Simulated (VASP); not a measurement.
Crystal: Sr2C.

```
C Sr
1.0
     0.00000    3.36014    3.36014
     3.36014    0.00000    3.36014
     3.36014    3.36014    0.00000
C Sr
1 2
Direct
  0.00000 0.00000 0.00000
  0.25000 0.25000 0.25000
  0.75000 0.75000 0.75000
```

Base run:

- Program: VASP 6.6.1
- Functional: r2SCAN
- Potentials or basis: VASP PAW PBE potentials, release 64 (C, Sr_sv)
- Cutoff: 520 eV
- k mesh: 6 × 6 × 6
- Occupations: fermi-dirac, width 0.02 eV
- Spin: no spin polarisation

Its results: band gap on the k mesh 0.06 eV, direct; pressure 0.2 GPa.

The run is repeated on the same cell with these changes: functional from r2SCAN to PBE. What comes out?

Band gap on the k mesh zero (band 12 reaches 2.99 eV, above the bottom of band 13 at 2.89 eV); pressure 0.6 GPa.

Caveats: the PAW data sets were made with another functional, which shifts forces and pressure a little (some runs).

A k mesh can miss the band edges.
